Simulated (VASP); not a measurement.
# SiC (Moissanite) (P6_3mc) in VASP: a series of runs

SiC (Moissanite) is run at these levels: revPBE, RPBE; tasks: single point, relaxation of cell and atoms.

Program: VASP 6.6.1. These are calculated values, not measurements. Logs are shortened: lines on timing, memory, paths and dates and some standing lists are left out, and cuts for length are marked.

### 1 The cell of the first run

It takes space group P6_3mc (No. 186, hexagonal). The conventional cell has a = 3.076 Å, b = 3.076 Å, c = 5.048 Å, α = 90.00°, β = 90.00°, γ = 120.00°. Si (site symmetry 3m) has 4 C at 1.87 to 1.94 Å within 2.5 Å. C (site symmetry 3m) has 4 Si at 1.87 to 1.94 Å within 2.5 Å.

### 2 Single point, revPBE

The input, INCAR:

```
PREC = Accurate
ENCUT = 520
EDIFF = 1E-7
ISMEAR = -1
SIGMA = 0.05
LREAL = False
LASPH = True
NELM = 60
ALGO = Normal
ISIF = 2
LWAVE = False
LCHARG = True
GGA = RE
LELF = True
LVHAR = True
NBANDS = 16
```

The input, KPOINTS:

```
regular mesh
0
Gamma
  10 10 5
```

The input, POSCAR:

```
SiC
1.0
    3.0760000000      0.0000000000      0.0000000000
   -1.5380000000      2.6638941420      0.0000000000
    0.0000000000      0.0000000000      5.0480000000
Si C
2 2
Direct
    0.6666666667      0.3333333333      0.5000000000
    0.3333333333      0.6666666667      0.0000000000
    0.6666666667      0.3333333333      0.8850000000
    0.3333333333      0.6666666667      0.3850000000
```

Potentials or basis: VASP PAW PBE potentials, release 64 (Si, C).

Command:

```
$ cat potpaw_PBE.64/Si/POTCAR potpaw_PBE.64/C/POTCAR > POTCAR
$ mpirun -np 1 vasp_std > vasp.out
```

OUTCAR:

```text
PREC = Accurate
   ENCUT = 520
   EDIFF = 1E-7
   ISMEAR = -1
   LREAL = False
   LASPH = True
   NELM = 60
   ISIF = 2
   GGA = RE

 ion  position               nearest neighbor table
   1  0.667  0.333  0.500-   4 1.87   4 1.87   4 1.87   3 1.94   2 3.09   2 3.09   2 3.09   2 3.09
                             2 3.09   2 3.09
   2  0.333  0.667  0.000-   3 1.87   3 1.87   3 1.87   4 1.94   1 3.09   1 3.09   1 3.09   1 3.09
                             1 3.09   1 3.09
   3  0.667  0.333  0.885-   2 1.87   2 1.87   2 1.87   1 1.94
   4  0.333  0.667  0.385-   1 1.87   1 1.87   1 1.87   2 1.94

  LATTYP: Found a hexagonal cell.
 ALAT       =     3.0760000000
 C/A-ratio  =     1.6410923277

  Lattice vectors:

 A1 = (   3.0760000000,   0.0000000000,   0.0000000000)
 A2 = (  -1.5380000000,   2.6638941420,   0.0000000000)
 A3 = (   0.0000000000,   0.0000000000,   5.0480000000)

Analysis of symmetry for initial positions (statically):
=====================================================================
 Subroutine PRICEL returns:
 Original cell was already a primitive cell.

 Routine SETGRP: Setting up the symmetry group for a
 hexagonal supercell.

 Subroutine GETGRP returns: Found 12 space group operations
 (whereof  6 operations were pure point group operations)
 out of a pool of 24 trial point group operations.

The static configuration has the point symmetry C_3v.
 The point group associated with its full space group is C_6v.

Analysis of symmetry for dynamics (positions and initial velocities):
=====================================================================
 Subroutine PRICEL returns:
 Original cell was already a primitive cell.

 Routine SETGRP: Setting up the symmetry group for a
 hexagonal supercell.

 Subroutine GETGRP returns: Found 12 space group operations
 (whereof  6 operations were pure point group operations)
 out of a pool of 24 trial point group operations.

The dynamic configuration has the point symmetry C_3v.
 The point group associated with its full space group is C_6v.

 Subroutine INISYM returns: Found 12 space group operations
 (whereof  6 operations are pure point group operations),
 and found     1 'primitive' translations

----------------------------------------------------------------------------------------

                                     Primitive cell

  volume of cell :      41.3640

  direct lattice vectors                    reciprocal lattice vectors
     3.076000000  0.000000000  0.000000000     0.325097529  0.187695146  0.000000000
    -1.538000000  2.663894142  0.000000000     0.000000000  0.375390292  0.000000000
     0.000000000  0.000000000  5.048000000     0.000000000  0.000000000  0.198098257

  length of vectors
     3.076000000  3.076000000  5.048000000     0.375390292  0.375390292  0.198098257

  position of ions in fractional coordinates (direct lattice)
     0.666666667  0.333333333  0.500000000
     0.333333333  0.666666667  0.000000000
     0.666666667  0.333333333  0.885000000
     0.333333333  0.666666667  0.385000000

  ion indices of the primitive-cell ions
   primitive index   ion index
                 1           1
                 2           2
                 3           3
                 4           4

----------------------------------------------------------------------------------------

 KPOINTS: regular mesh

Automatic generation of k-mesh.
 Grid dimensions read from file:
 generate k-points for:   10   10    5

 Generating k-lattice:

  Cartesian coordinates                     Fractional coordinates (reciprocal lattice)
     0.032509753  0.018769515  0.000000000     0.100000000  0.000000000  0.000000000
     0.000000000  0.037539029  0.000000000     0.000000000  0.100000000  0.000000000
     0.000000000  0.000000000  0.039619651     0.000000000  0.000000000  0.200000000

  Length of vectors
     0.037539029  0.037539029  0.039619651

  Shift w.r.t. Gamma in fractional coordinates (k-lattice)
     0.000000000  0.000000000  0.000000000

 Subroutine IBZKPT returns following result:
 ===========================================

 Found     42 irreducible k-points:

 Following reciprocal coordinates:
            Coordinates               Weight
  0.000000  0.000000  0.000000      1.000000
  0.100000 -0.000000  0.000000      6.000000
  0.200000 -0.000000  0.000000      6.000000
  0.300000  0.000000  0.000000      6.000000
  0.400000 -0.000000  0.000000      6.000000
  0.500000  0.000000  0.000000      3.000000
[... 16 lines left out ...]
  0.300000  0.100000  0.200000     24.000000
  0.400000  0.100000  0.200000     24.000000
 [... further k-points ...]
   k-points           NKPTS =     42   k-points in BZ     NKDIM =     42   number of bands    NBANDS=     16
   number of dos      NEDOS =    301   number of ions     NIONS =      4
   total plane-waves  NPLWV =  23040
   dimension x,y,z NGX =    24 NGY =   24 NGZ =   40
   dimension x,y,z NGXF=    48 NGYF=   48 NGZF=   80
   ions per type =               2   2
   NGX,Y,Z   is equivalent  to a cutoff of  12.97, 12.97, 13.17 a.u.
   NGXF,Y,Z  is equivalent  to a cutoff of  25.94, 25.94, 26.35 a.u.
 SYSTEM =  unknown system
   PREC   = accura    normal or accurate (medium, high low for compatibility)
   ISTART =      0    job   : 0-new  1-cont  2-samecut
   ICHARG =      2    charge: 1-file 2-atom 10-const
   ISPIN  =      1    spin polarized calculation?
   LNONCOLLINEAR =      F non collinear calculations
   LSORBIT =      F    spin-orbit coupling
   LASPH  =      T    aspherical Exc in radial PAW
   ENCUT  =  520.0 eV  38.22 Ry    6.18 a.u.   5.72  5.72  9.39*2*pi/ulx,y,z
   NELM   =     60;   NELMIN=  2; NELMDL= -5     # of ELM steps
   EDIFF  = 0.1E-06   stopping-criterion for ELM
   LREAL  =      F    real-space projection
   EDIFFG = 0.1E-05   stopping-criterion for IOM
   NSW    =      0    number of steps for IOM
   IBRION =     -1    ionic relax: 0-MD 1-quasi-New 2-CG
   NFREE  =      0    steps in history (QN), initial steepest desc. (CG)
   ISIF   =      2    stress and relaxation
   ISYM   =      2    0-nonsym 1-usesym 2-fastsym
   POTIM  = 0.5000    time-step for ionic-motion
   TEBEG  =    0.0;   TEEND  =   0.0 temperature during run
   PSTRESS=    0.0 pullay stress
   NELECT =      16.0000    total number of electrons
   NUPDOWN=      -1.0000    fix difference up-down
   EMIN   =  10.00;   EMAX   =-10.00  energy-range for DOS
   EFERMI =   0.00;   METHOD = LEGACY
   ISMEAR =    -1;   SIGMA  =   0.05  broadening in eV -4-tet -1-fermi 0-gaus
   EFERMI_NEDOS =   21; number of points for ismear=-14 and -15
   IALGO  =     38    algorithm
   IMIX   =      4    mixing-type and parameters
     AMIX     =   0.40;   BMIX     =  1.00
     AMIX_MAG =   1.60;   BMIX_MAG =  1.00
  volume/ion in A,a.u.               =      10.34        69.78
  Fermi-wavevector in a.u.,A,eV,Ry     =   1.192817  2.254098 19.358549  1.422813
  Thomas-Fermi vector in A             =   2.328847
   LORBIT       =      0    0 simple, 1 ext, 2 COOP (PROOUT), +10 PAW based schemes
   GGA     = RE    functional components
   LHFCALC =     F    Hartree Fock is set to
   AEXX    =    0.0000 exact exchange contribution
   IVDW    =     0    specifies the selected vdW correction
   LEPSILON=     F    determine dielectric tensor
   LRPA    =     F    only Hartree local field effects (RPA)
 non-spin polarized calculation
  energy-cutoff  :      520.00
  volume of cell :       41.36
 maximum number of plane-waves:      1132
 NGX is ok and might be reduce to    24
   NGX = 11   NGY = 11   NGZ = 19

 number of electron      16.0000000 magnetization

 Free energy of the ion-electron system (eV)
  ---------------------------------------------------
  ext. energy  EPLUGINS =         0.00000000
  ---------------------------------------------------
  free energy    TOTEN  =       -28.83642851 eV

  energy without entropy =      -28.83642851  energy(sigma->0) =      -28.83642851

 E-fermi :   9.4067     XC(G=0): -11.3012

 val. band max:        8.4780700026   @ k =   0.0000   0.0000   0.0000
 cond. band min:      10.9824422676   @ k =   0.3000   0.3000   0.0000
 fundamental gap:      2.5043722650
 Fermi energy:         9.4066664405

 k-point     1 :       0.0000    0.0000    0.0000
  band No.  band energies     occupation
      1      -7.2627      2.00000
      2      -3.7739      2.00000
      3      -0.2043      2.00000
      4       6.9241      2.00000
      5       6.9241      2.00000
      6       8.2019      2.00000
[... 8 lines left out ...]
     15      17.2032      0.00000
     16      19.8874      0.00000

 k-point     2 :       0.1000   -0.0000    0.0000
  band No.  band energies     occupation
      1      -7.0893      2.00000
      2      -3.6255      2.00000
      3      -0.0431      2.00000
      4       5.9902      2.00000
      5       6.6354      2.00000
      6       7.5667      2.00000
[... 8 lines left out ...]
     15      17.6421      0.00000
     16      18.5368      0.00000

 k-point     3 :       0.2000   -0.0000    0.0000
  band No.  band energies     occupation
      1      -6.5759      2.00000
      2      -3.1998      2.00000
      3       0.4192      2.00000
      4       4.1134      2.00000
      5       6.0366      2.00000
      6       6.1018      2.00000
[... 8 lines left out ...]
     15      17.9122      0.00000
     16      18.4862      0.00000

 k-point     4 :       0.3000    0.0000    0.0000
  band No.  band energies     occupation
      1      -5.7491      2.00000
      2      -2.5915      2.00000
      3       0.9953      2.00000
      4       2.3646      2.00000
      5       4.4040      2.00000
      6       5.4628      2.00000
[... 8 lines left out ...]
     15      18.7859      0.00000
     16      19.8771      0.00000
[... 324 lines left out ...]
 k-point    22 :       0.2000    0.1000    0.2000
  band No.  band energies     occupation
      1      -5.8856      2.00000
      2      -3.4202      2.00000
      3       1.5581      2.00000
      4       3.4851      2.00000
      5       4.5134      2.00000
      6       5.4585      2.00000
[... 8 lines left out ...]
     15      18.6075      0.00000
     16      19.2623      0.00000

 k-point    23 :       0.3000    0.1000    0.2000
  band No.  band energies     occupation
      1      -4.9404      2.00000
      2      -2.7102      2.00000
      3       0.9540      2.00000
      4       2.8992      2.00000
      5       3.2824      2.00000
      6       4.7349      2.00000
[... 8 lines left out ...]
     15      19.3780      0.00000
     16      20.0801      0.00000

 k-point    24 :       0.4000    0.1000    0.2000
  band No.  band energies     occupation
      1      -3.9162      2.00000
      2      -2.4114      2.00000
      3       0.1983      2.00000
      4       1.6643      2.00000
      5       3.7360      2.00000
      6       4.5495      2.00000
[... 8 lines left out ...]
     15      19.8762      0.00000
     16      21.2028      0.00000

 [... further k-points ...]
[... 5 lines left out ...]
  --------------------------------------------------------------------------------------
  -------------------------------------------------------------------------------------
  Total        1.9228339      1.9228339      0.6021540     -0.0000000      0.0000000      0.0000000
  in kB       74.4782911     74.4782911     23.3235977     -0.0000000      0.0000000      0.0000000
  external PRESSURE =      57.4267266 kB  Pullay stress =       0.0000000 kB

 VOLUME and BASIS-vectors are now :
 -----------------------------------------------------------------------------
  energy-cutoff  :      520.00
  volume of cell :       41.36
      direct lattice vectors                 reciprocal lattice vectors
     3.076000000  0.000000000  0.000000000     0.325097529  0.187695146  0.000000000
    -1.538000000  2.663894142  0.000000000     0.000000000  0.375390292  0.000000000
     0.000000000  0.000000000  5.048000000     0.000000000  0.000000000  0.198098257

 POSITION                                       TOTAL-FORCE (eV/Angst)
 -----------------------------------------------------------------------------------
      1.53800      0.88796      2.52400        -0.000000     -0.000000      0.757345
     -0.00000      1.77593      0.00000         0.000000      0.000000      0.757345
      1.53800      0.88796      4.46748         0.000000     -0.000000     -0.757345
     -0.00000      1.77593      1.94348        -0.000000      0.000000     -0.757345
 -----------------------------------------------------------------------------------
    total drift:                                0.000000      0.000000     -0.000281

  FREE ENERGIE OF THE ION-ELECTRON SYSTEM (eV)
  ---------------------------------------------------
  free  energy   TOTEN  =       -28.8364285134 eV

  energy  without entropy=      -28.8364285133  energy(sigma->0) =      -28.83642851
```

Run time: 36 s. Hardware: 1 thread of Intel Xeon 8259CL, shared host; peak memory 0.16 GiB.

What came out:

| Property | Result |
| --- | --- |
| Free energy | -28.8364 eV |
| Pressure | 5.7 GPa |
| Largest force | 0.757 eV/Å |
| Band gap on the k mesh | 2.50 eV, indirect (least direct gap 4.10 eV) |

Forces in eV/Å, atoms in the order of the input:
```
Si   0.000  0.000  0.757
Si   0.000  0.000  0.757
C    0.000  0.000 -0.757
C    0.000  0.000 -0.757
```

Caveat: the PAW data sets were made with another functional, which shifts forces and pressure a little. revPBE gaps usually lie below the measured ones, often by a third to a half.

### 3 Single point, RPBE

This run uses another cell than the first one, of 10.66 Å³/atom, 1.031 times its volume.

The input, INCAR:

```
SYSTEM = SiC
  ALGO = Normal
  EDIFF = 1E-6
  ENCUT = 520
  GGA = RP
  ISIF = 2
  ISMEAR = -1
  LASPH = .TRUE.
  LCHARG = .FALSE.
  LREAL = .FALSE.
  LWAVE = .FALSE.
  NBANDS = 16
  NELM = 80
  PREC = Accurate
  SIGMA = 0.05
```

The input, KPOINTS:

```
k-points
0
G
  10 10 5
  0 0 0
```

The input, POSCAR:

```
SiC
1.0
    3.1075011718      0.0000000000      0.0000000000
   -1.5537505859      2.6911749570      0.0000000000
    0.0000000000      0.0000000000      5.0992932682
Si C
2 2
Direct
    0.6666666667      0.3333333333      0.5045647768
    0.3333333333      0.6666666667      0.0045647768
    0.6666666667      0.3333333333      0.8804352232
    0.3333333333      0.6666666667      0.3804352232
```

Potentials or basis: VASP PAW PBE potentials, release 64 (Si, C).

Command:

```
$ cat potpaw_PBE.64/Si/POTCAR potpaw_PBE.64/C/POTCAR > POTCAR
$ mpirun -np 1 vasp_std > vasp.out
```

Wall time 37 s (1 thread of Intel Xeon 8259CL, shared host); peak memory 0.16 GiB.

Results (log left out):

```yaml
Free_energy: -28.6371 eV
Pressure: -0.5 GPa
Band_gap_on_the_k_mesh: 2.52 eV, indirect (least direct gap 3.95 eV)
```

Levels at points of the mesh, in eV from the valence-band top:
| k point | band 5 | band 6 | band 7 | band 8 | band 9 | band 10 | band 11 | band 12 |
| --- | --- | --- | --- | --- | --- | --- | --- | --- |
| (0.00, 0.00, 0.00) | -1.30 | -0.11 | 0.00 | 0.00 | 4.59 | 5.91 | 6.53 | 6.53 |
| (0.50, 0.00, 0.00) | -5.31 | -3.25 | -3.18 | -1.18 | 2.77 | 4.22 | 6.69 | 7.03 |

Caveat: the PAW data sets were made with another functional, which shifts forces and pressure a little. A k mesh can miss the band edges.

### 4 Relaxation of cell and atoms, RPBE

The input, INCAR:

```
SYSTEM = SiC
ALGO = Normal ; EDIFF = 1E-7
EDIFFG = -0.01 ; ENCUT = 600
GGA = RP ; IBRION = 2
ISIF = 3 ; ISMEAR = -1
LASPH = .True. ; LCHARG = .False.
LREAL = .False. ; LWAVE = .False.
NELM = 60 ; NSW = 60
PREC = Accurate ; SIGMA = 0.05
```

The input, KPOINTS:

```
k-points
0
Gamma
  10 10 5
  0 0 0
```

The input, POSCAR:

```
SiC
1.0
    3.0760000000      0.0000000000      0.0000000000
   -1.5380000000      2.6638941420      0.0000000000
    0.0000000000      0.0000000000      5.0480000000
Si C
2 2
Direct
    0.6666666667      0.3333333333      0.5000000000
    0.3333333333      0.6666666667      0.0000000000
    0.6666666667      0.3333333333      0.8850000000
    0.3333333333      0.6666666667      0.3850000000
```

Command:

```
$ cat potpaw_PBE.64/Si/POTCAR potpaw_PBE.64/C/POTCAR > POTCAR
$ mpirun -np 1 vasp_std > vasp.out
```

Wall time 2.9 min (1 thread of Intel Xeon 8259CL, shared host); peak memory 0.19 GiB.

The run converged. Its results:

```yaml
Free_energy: -28.6397 eV
Relaxed_volume: 10.62 Å³/atom
Relaxed_cell: a = 3.104 Å, b = 3.104 Å, c = 5.093 Å, α = 90.00°, β = 90.00°, γ = 120.00°
Space_group_after_relaxing_to_0.05_Å: P6_3mc (No. 186)
Energy_gained_by_relaxing: 14.4 meV/atom
Ionic_steps: 6
Pressure_after_relaxing: 0.1 GPa
Largest_force_after_relaxing: 0.004 eV/Å
Band_gap_on_the_k_mesh: 2.52 eV, indirect (least direct gap 3.96 eV)
```

Forces in eV/Å, atoms in the order of the input:
```
Si   0.000  0.000  0.004
Si   0.000  0.000  0.004
C    0.000  0.000 -0.004
C    0.000  0.000 -0.004
```

Step by step:
```csv
step,energy change (eV),largest force (eV/Å),pressure (GPa),volume (Å³)
1,0.0000,0.7586,6.28,41.36
2,-0.0010,0.6176,-5.67,43.83
3,-0.0544,0.0883,-0.33,42.59
4,-0.0575,0.0136,-0.17,42.56
5,-0.0575,0.0038,-0.18,42.56
6,-0.0575,0.0035,0.14,42.49
```

Final structure:
```xyz
4
Lattice="3.1039 0.0000 0.0000 -1.5519 2.6880 0.0000 0.0000 0.0000 5.0931" Properties=species:S:1:pos:R:3 pbc="T T T"
Si    1.5519    0.8960    2.5697
Si    0.0000    1.7920    0.0231
C     1.5519    0.8960    4.4843
C     0.0000    1.7920    1.9377
```

Levels at points of the mesh, in eV from the valence-band top:
```
           k point  band 6  band 7  band 8  band 9  band 10  band 11
(0.00, 0.00, 0.00)   -0.10    0.00    0.00    4.62     5.95     6.55
(0.50, 0.00, 0.00)   -3.26   -3.19   -1.18    2.78     4.22     6.72
```

Caveat: the PAW data sets were made with another functional, which shifts forces and pressure a little. RPBE and its kin give volumes clearly too large for solids.

### 5 The runs side by side

```csv
task,level,cell,cutoff (eV),gap on the mesh (eV),pressure (GPa)
single point,revPBE,"a = 3.076, b = 3.076, c = 5.048 Å, angles 90.0, 90.0, 120.0°, 4 atoms",520,2.50,5.7
single point,RPBE,"a = 3.108, b = 3.108, c = 5.099 Å, angles 90.0, 90.0, 120.0°, 4 atoms",520,2.52,-0.5
relaxation of cell and atoms,RPBE,"relaxed from a = 3.076, b = 3.076, c = 5.048 Å, angles 90.0, 90.0, 120.0°, 4 atoms",600,2.52,0.1
```

Alike in all rows: potentials or basis VASP PAW PBE potentials, release 64 (Si, C); no spin polarisation; k mesh 10 × 10 × 5; smearing fermi-dirac 0.05 eV.

Caveats: the PAW data sets were made with another functional, which shifts forces and pressure a little.

Total energies depend on the potentials used, so only differences within one code and one set of settings carry meaning.
